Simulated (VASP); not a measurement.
# P (P2_13) in VASP: further runs

The runs below take P through single point, with PBE.

Program: VASP 6.6.1. These are calculated values, not measurements. Logs are shortened: lines on timing, memory, paths and dates and some standing lists are left out, and cuts for length are marked.

## Step 1: The cell of the first run

The typed cell holds 4 atoms: a = 4.032 Å, b = 4.032 Å, c = 4.032 Å, α = 90.00°, β = 90.00°, γ = 90.00°.

The cell was generated, and may not be a known phase.

## Step 2: Single point, PBE

Input file INCAR:

```
SYSTEM = P
PREC = Accurate ; ENCUT = 520
EDIFF = 1E-6 ; ISMEAR = 0
SIGMA = 0.1 ; LREAL = .False.
LASPH = .True. ; NELM = 80
ALGO = Normal ; ISIF = 2
LWAVE = .False. ; LCHARG = .False.
GGA = PE ; NBANDS = 18
```

Input file KPOINTS:

```
Automatic mesh
0
Gamma
  4 4 4
  0 0 0
```

Input file POSCAR:

```
P
1.0
    4.0316947992      0.0000000000      0.0000000000
    0.0000000000      4.0316947992      0.0000000000
    0.0000000000      0.0000000000      4.0316947992
P
4
Direct
    0.8750678318      0.8750678318      0.8750678318
    0.6249321682      0.1249321682      0.3750678318
    0.1249321682      0.3750678318      0.6249321682
    0.3750678318      0.6249321682      0.1249321682
```

Potentials or basis: VASP PAW PBE potentials, release 64 (P).

The run is started by

```console
> cat potpaw_PBE.64/P/POTCAR > POTCAR
> mpirun -np 1 vasp_std > vasp.out
```

OUTCAR:

```text
SYSTEM = P
   PREC = Accurate
   ENCUT = 520
   EDIFF = 1E-6
   ISMEAR = 0
   LREAL = .False.
   LASPH = .True.
   NELM = 80
   ISIF = 2
   GGA = PE

 ion  position               nearest neighbor table
   1  0.875  0.875  0.875-   2 2.47   3 2.47   4 2.47   2 2.47   3 2.47   4 2.47
   2  0.625  0.125  0.375-   1 2.47   3 2.47   4 2.47   1 2.47   4 2.47   3 2.47
   3  0.125  0.375  0.625-   1 2.47   2 2.47   4 2.47   4 2.47   1 2.47   2 2.47
   4  0.375  0.625  0.125-   1 2.47   2 2.47   3 2.47   3 2.47   2 2.47   1 2.47

  LATTYP: Found a simple cubic cell.
 ALAT       =     4.0316947992

  Lattice vectors:

 A1 = (   4.0316947992,   0.0000000000,   0.0000000000)
 A2 = (   0.0000000000,   4.0316947992,   0.0000000000)
 A3 = (   0.0000000000,   0.0000000000,   4.0316947992)

Analysis of symmetry for initial positions (statically):
=====================================================================
 Subroutine PRICEL returns:
 Original cell was already a primitive cell.

 Routine SETGRP: Setting up the symmetry group for a
 simple cubic supercell.

 Subroutine GETGRP returns: Found 12 space group operations
 (whereof  3 operations were pure point group operations)
 out of a pool of 48 trial point group operations.

The static configuration has the point symmetry C_3 .
 The point group associated with its full space group is T   .

Analysis of symmetry for dynamics (positions and initial velocities):
=====================================================================
 Subroutine PRICEL returns:
 Original cell was already a primitive cell.

 Routine SETGRP: Setting up the symmetry group for a
 simple cubic supercell.

 Subroutine GETGRP returns: Found 12 space group operations
 (whereof  3 operations were pure point group operations)
 out of a pool of 48 trial point group operations.

The dynamic configuration has the point symmetry C_3 .
 The point group associated with its full space group is T   .

 Subroutine INISYM returns: Found 12 space group operations
 (whereof  3 operations are pure point group operations),
 and found     1 'primitive' translations

----------------------------------------------------------------------------------------

                                     Primitive cell

  volume of cell :      65.5334

  direct lattice vectors                    reciprocal lattice vectors
     4.031694799  0.000000000  0.000000000     0.248034648  0.000000000  0.000000000
     0.000000000  4.031694799  0.000000000     0.000000000  0.248034648  0.000000000
     0.000000000  0.000000000  4.031694799     0.000000000  0.000000000  0.248034648

  length of vectors
     4.031694799  4.031694799  4.031694799     0.248034648  0.248034648  0.248034648

  position of ions in fractional coordinates (direct lattice)
     0.875067832  0.875067832  0.875067832
     0.624932168  0.124932168  0.375067832
     0.124932168  0.375067832  0.624932168
     0.375067832  0.624932168  0.124932168

  ion indices of the primitive-cell ions
   primitive index   ion index
                 1           1
                 2           2
                 3           3
                 4           4

----------------------------------------------------------------------------------------

 KPOINTS: Automatic mesh

Automatic generation of k-mesh.
 Grid dimensions read from file:
 generate k-points for:    4    4    4

 Generating k-lattice:

  Cartesian coordinates                     Fractional coordinates (reciprocal lattice)
     0.062008662  0.000000000  0.000000000     0.250000000  0.000000000  0.000000000
     0.000000000  0.062008662  0.000000000     0.000000000  0.250000000  0.000000000
     0.000000000  0.000000000  0.062008662     0.000000000  0.000000000  0.250000000

  Length of vectors
     0.062008662  0.062008662  0.062008662

  Shift w.r.t. Gamma in fractional coordinates (k-lattice)
     0.000000000  0.000000000  0.000000000

 Subroutine IBZKPT returns following result:
 ===========================================

 Found     11 irreducible k-points:

 Following reciprocal coordinates:
            Coordinates               Weight
  0.000000  0.000000  0.000000      1.000000
  0.250000  0.000000  0.000000      6.000000
  0.500000  0.000000  0.000000      3.000000
  0.250000  0.250000  0.000000     12.000000
  0.500000  0.250000  0.000000      6.000000
 -0.250000  0.500000  0.000000      6.000000
  0.500000  0.500000  0.000000      3.000000
  0.250000  0.250000  0.250000      8.000000
  0.500000  0.250000  0.250000     12.000000
  0.500000  0.500000  0.250000      6.000000
  0.500000  0.500000  0.500000      1.000000
   k-points           NKPTS =     11   k-points in BZ     NKDIM =     11   number of bands    NBANDS=     18
   number of dos      NEDOS =    301   number of ions     NIONS =      4
   total plane-waves  NPLWV =  27000
   dimension x,y,z NGX =    30 NGY =   30 NGZ =   30
   dimension x,y,z NGXF=    60 NGYF=   60 NGZF=   60
   ions per type =               4
   NGX,Y,Z   is equivalent  to a cutoff of  12.37, 12.37, 12.37 a.u.
   NGXF,Y,Z  is equivalent  to a cutoff of  24.74, 24.74, 24.74 a.u.
 SYSTEM =  P
   PREC   = accura    normal or accurate (medium, high low for compatibility)
   ISTART =      0    job   : 0-new  1-cont  2-samecut
   ICHARG =      2    charge: 1-file 2-atom 10-const
   ISPIN  =      1    spin polarized calculation?
   LNONCOLLINEAR =      F non collinear calculations
   LSORBIT =      F    spin-orbit coupling
   LASPH  =      T    aspherical Exc in radial PAW
   ENCUT  =  520.0 eV  38.22 Ry    6.18 a.u.   7.50  7.50  7.50*2*pi/ulx,y,z
   NELM   =     80;   NELMIN=  2; NELMDL= -5     # of ELM steps
   EDIFF  = 0.1E-05   stopping-criterion for ELM
   LREAL  =      F    real-space projection
   EDIFFG = 0.1E-04   stopping-criterion for IOM
   NSW    =      0    number of steps for IOM
   IBRION =     -1    ionic relax: 0-MD 1-quasi-New 2-CG
   NFREE  =      0    steps in history (QN), initial steepest desc. (CG)
   ISIF   =      2    stress and relaxation
   ISYM   =      2    0-nonsym 1-usesym 2-fastsym
   POTIM  = 0.5000    time-step for ionic-motion
   TEBEG  =    0.0;   TEEND  =   0.0 temperature during run
   PSTRESS=    0.0 pullay stress
   NELECT =      20.0000    total number of electrons
   NUPDOWN=      -1.0000    fix difference up-down
   EMIN   =  10.00;   EMAX   =-10.00  energy-range for DOS
   EFERMI =   0.00;   METHOD = LEGACY
   ISMEAR =     0;   SIGMA  =   0.10  broadening in eV -4-tet -1-fermi 0-gaus
   EFERMI_NEDOS =   21; number of points for ismear=-14 and -15
   IALGO  =     38    algorithm
   IMIX   =      4    mixing-type and parameters
     AMIX     =   0.40;   BMIX     =  1.00
     AMIX_MAG =   1.60;   BMIX_MAG =  1.00
  volume/ion in A,a.u.               =      16.38       110.56
  Fermi-wavevector in a.u.,A,eV,Ry     =   1.102209  2.082872 16.529229  1.214864
  Thomas-Fermi vector in A             =   2.238648
   LORBIT       =      0    0 simple, 1 ext, 2 COOP (PROOUT), +10 PAW based schemes
   GGA     = PE    functional components
   LHFCALC =     F    Hartree Fock is set to
   AEXX    =    0.0000 exact exchange contribution
   IVDW    =     0    specifies the selected vdW correction
   LEPSILON=     F    determine dielectric tensor
   LRPA    =     F    only Hartree local field effects (RPA)
 non-spin polarized calculation
 Gauss-broadening in eV      SIGMA  =   0.10
  energy-cutoff  :      520.00
  volume of cell :       65.53
 maximum number of plane-waves:      1791
 NGX is ok and might be reduce to    30
   NGX = 15   NGY = 15   NGZ = 15

 number of electron      20.0000005 magnetization

 Free energy of the ion-electron system (eV)
  ---------------------------------------------------
  ext. energy  EPLUGINS =         0.00000000
  ---------------------------------------------------
  free energy    TOTEN  =       -19.68509710 eV

  energy without entropy =      -19.67412662  energy(sigma->0) =      -19.67961186

 E-fermi :   8.0951     XC(G=0): -10.6860

 val. band max:        8.0400280730   @ k =   0.2500   0.2500   0.0000
 cond. band min:       8.2327399357   @ k =  -0.2500   0.5000   0.0000
 fundamental gap:      0.1927118627
 Fermi energy:         8.0951415647

 k-point     1 :       0.0000    0.0000    0.0000
  band No.  band energies     occupation
      1      -7.7122      2.00000
      2      -1.2943      2.00000
      3      -1.2943      2.00000
      4      -1.2943      2.00000
      5       3.8527      2.00000
      6       3.8527      2.00000
[... 10 lines left out ...]
     17      15.0379      0.00000
     18      16.2118      0.00000

 k-point     2 :       0.2500    0.0000    0.0000
  band No.  band energies     occupation
      1      -7.2211      2.00000
      2      -3.6189      2.00000
      3      -0.7901      2.00000
      4       0.5030      2.00000
      5       3.0687      2.00000
      6       3.2954      2.00000
[... 10 lines left out ...]
     17      14.4607      0.00000
     18      14.8918      0.00000

 k-point     3 :       0.5000    0.0000    0.0000
  band No.  band energies     occupation
      1      -5.7919      2.00000
      2      -5.7919      2.00000
      3       0.6509      2.00000
      4       0.6509      2.00000
      5       2.5651      2.00000
      6       2.5651      2.00000
[... 10 lines left out ...]
     17      13.3416      0.00000
     18      13.3416      0.00000

 k-point     4 :       0.2500    0.2500    0.0000
  band No.  band energies     occupation
      1      -6.7426      2.00000
      2      -3.7948      2.00000
      3      -1.8805      2.00000
      4       0.8775      2.00000
      5       2.0177      2.00000
      6       3.0571      2.00000
[... 102 lines left out ...]
      4      -1.4629      2.00000
      5       1.6920      2.00000
      6       1.6920      2.00000
[... 10 lines left out ...]
     17      14.9724      0.00000
     18      14.9724      0.00000

 k-point    10 :       0.5000    0.5000    0.2500
  band No.  band energies     occupation
      1      -4.2947      2.00000
      2      -4.2947      2.00000
      3      -2.4417      2.00000
      4      -2.4417      2.00000
      5       1.7751      2.00000
      6       1.7751      2.00000
[... 10 lines left out ...]
     17      15.6592      0.00000
     18      15.6599      0.00000

 k-point    11 :       0.5000    0.5000    0.5000
  band No.  band energies     occupation
      1      -3.1986      2.00000
      2      -3.1986      2.00000
      3      -3.1986      2.00000
      4      -3.1986      2.00000
      5       1.5708      2.00000
      6       1.5708      2.00000
[... 10 lines left out ...]
     17      16.9126      0.00000
     18      16.9126      0.00000

------------------------ aborting loop because EDIFF is reached ----------------------------------------

  FORCE on cell =-STRESS in cart. coord.  units (eV):
  Direction    XX          YY          ZZ          XY          YZ          ZX
  --------------------------------------------------------------------------------------
  -------------------------------------------------------------------------------------
  Total       -0.0996422     -0.0996422     -0.0996422     -0.0000000     -0.0000000     -0.0000000
  in kB       -2.4360777     -2.4360777     -2.4360777     -0.0000000     -0.0000000     -0.0000000
  external PRESSURE =      -2.4360777 kB  Pullay stress =       0.0000000 kB

 VOLUME and BASIS-vectors are now :
 -----------------------------------------------------------------------------
  energy-cutoff  :      520.00
  volume of cell :       65.53
      direct lattice vectors                 reciprocal lattice vectors
     4.031694799  0.000000000  0.000000000     0.248034648  0.000000000  0.000000000
     0.000000000  4.031694799  0.000000000     0.000000000  0.248034648  0.000000000
     0.000000000  0.000000000  4.031694799     0.000000000  0.000000000  0.248034648

 POSITION                                       TOTAL-FORCE (eV/Angst)
 -----------------------------------------------------------------------------------
      3.52801      3.52801      3.52801        -0.000774     -0.000774     -0.000774
      2.51954      0.50369      1.51216         0.000774      0.000774     -0.000774
      0.50369      1.51216      2.51954         0.000774     -0.000774      0.000774
      1.51216      2.51954      0.50369        -0.000774      0.000774      0.000774
 -----------------------------------------------------------------------------------
    total drift:                                0.000000      0.000000      0.000000

  FREE ENERGIE OF THE ION-ELECTRON SYSTEM (eV)
  ---------------------------------------------------
  free  energy   TOTEN  =       -19.6850971049 eV

  energy  without entropy=      -19.6741266216  energy(sigma->0) =      -19.67961186
```

It took 5.5 s on 1 thread of AMD EPYC 9R45 (Zen 5), shared host; peak memory 0.12 GiB.

Results:

```yaml
Free_energy: -19.6851 eV
Pressure: -0.2 GPa
Band_gap_on_the_k_mesh: zero (bands 10 and 11 overlap by 5.15 eV)
```

Caveat: the k points lie up to 0.39 Å⁻¹ apart, too coarse for converged energies and pressures of a metal.

## Step 3: Single point, PBE

This run uses another cell than the first one, of 19.06 Å³/atom.

Input file INCAR:

```
PREC     = Accurate       # precision mode
ENCUT    = 520            # plane-wave cutoff, eV
EDIFF    = 1E-7           # SCF threshold, eV
ISMEAR   = 0              # smearing method
SIGMA    = 0.1            # smearing width, eV
LREAL    = False          # projectors in reciprocal space
LASPH    = True           # aspherical terms in the spheres
NELM     = 100            # most SCF steps
ALGO     = Normal         # electronic algorithm
ISIF     = 2              # what is computed and relaxed
LWAVE    = False          # write WAVECAR
LCHARG   = False          # write CHGCAR
GGA      = PE             # functional
NBANDS   = 18             # bands
```

Input file KPOINTS:

```
Automatic mesh
0
Gamma
  4 4 4
```

Input file POSCAR:

```
P
1.0
    4.2404133800      0.0000000000      0.0000000000
    0.0000000000      4.2404133800      0.0000000000
    0.0000000000      0.0000000000      4.2404133800
P
4
Direct
    0.8770780000      0.8770780000      0.8770780000
    0.6229220000      0.1229220000      0.3770780000
    0.1229220000      0.3770780000      0.6229220000
    0.3770780000      0.6229220000      0.1229220000
```

Potentials or basis: VASP PAW PBE potentials, release 64 (P).

The run is started by

```console
> cat potpaw_PBE.64/P/POTCAR > POTCAR
> mpirun -np 1 vasp_std > vasp.out
```

OUTCAR:

```text
PREC = Accurate
   ENCUT = 520
   EDIFF = 1E-7
   ISMEAR = 0
   LREAL = False
   LASPH = True
   NELM = 100
   ISIF = 2
   GGA = PE

 ion  position               nearest neighbor table
   1  0.877  0.877  0.877-   2 2.60   2 2.60   4 2.60   3 2.60   3 2.60   4 2.60
   2  0.623  0.123  0.377-   1 2.60   1 2.60   4 2.60   3 2.60   4 2.60   3 2.60
   3  0.123  0.377  0.623-   4 2.60   4 2.60   1 2.60   2 2.60   1 2.60   2 2.60
   4  0.377  0.623  0.123-   3 2.60   3 2.60   1 2.60   2 2.60   2 2.60   1 2.60

  LATTYP: Found a simple cubic cell.
[... 416 lines left out ...]
  --------------------------------------------------------------------------------------
  -------------------------------------------------------------------------------------
  Total       -4.4291157     -4.4291157     -4.4291157     -0.0000000     -0.0000000      0.0000000
  in kB      -93.0685646    -93.0685646    -93.0685646     -0.0000000     -0.0000000      0.0000000
  external PRESSURE =     -93.0685646 kB  Pullay stress =       0.0000000 kB

 VOLUME and BASIS-vectors are now :
 -----------------------------------------------------------------------------
  energy-cutoff  :      520.00
  volume of cell :       76.25
      direct lattice vectors                 reciprocal lattice vectors
     4.240413380  0.000000000  0.000000000     0.235826065  0.000000000  0.000000000
     0.000000000  4.240413380  0.000000000     0.000000000  0.235826065  0.000000000
     0.000000000  0.000000000  4.240413380     0.000000000  0.000000000  0.235826065

 POSITION                                       TOTAL-FORCE (eV/Angst)
 -----------------------------------------------------------------------------------
      3.71917      3.71917      3.71917        -0.022778     -0.022778     -0.022778
      2.64145      0.52124      1.59897         0.022778      0.022778     -0.022778
      0.52124      1.59897      2.64145         0.022778     -0.022778      0.022778
      1.59897      2.64145      0.52124        -0.022778      0.022778      0.022778
 -----------------------------------------------------------------------------------
    total drift:                                0.000000      0.000000     -0.000000

  FREE ENERGIE OF THE ION-ELECTRON SYSTEM (eV)
  ---------------------------------------------------
  free  energy   TOTEN  =       -19.3241925617 eV

  energy  without entropy=      -19.2970483548  energy(sigma->0) =      -19.31062046
```

Wall time 6 s (1 thread of AMD EPYC 9R45 (Zen 5), shared host); peak memory 0.14 GiB.

Results:

| Item | Value |
| --- | --- |
| Free energy | -19.3242 eV |
| Pressure | -9.3 GPa |
| Largest force | 0.039 eV/Å |
| Band gap on the k mesh | zero (bands 10 and 11 overlap by 4.30 eV) |

Forces in eV/Å, atoms in the order of the input:
```
P   -0.023 -0.023 -0.023
P    0.023  0.023 -0.023
P    0.023 -0.023  0.023
P   -0.023  0.023  0.023
```

Levels at points of the mesh, in eV from the Fermi level:
```tsv
k point	band 7	band 8	band 9	band 10	band 11	band 12	band 13	band 14
(0.00, 0.00, 0.00)	-3.62	-2.04	-2.04	-2.04	0.37	0.37	1.77	1.77
(0.50, 0.00, 0.00)	-3.91	-3.91	-1.04	-1.04	1.34	1.34	2.84	2.84
(0.50, 0.50, 0.00)	-2.21	-2.21	-1.92	-1.92	-0.93	-0.93	4.46	4.46
(0.50, 0.50, 0.50)	-5.65	-5.65	3.37	3.37	3.37	3.37	3.52	3.52
```

Caveat: the k points lie up to 0.37 Å⁻¹ apart, too coarse for converged energies and pressures of a metal.

The gap in the log of VASP goes by the Fermi energy; the results here count the filled bands.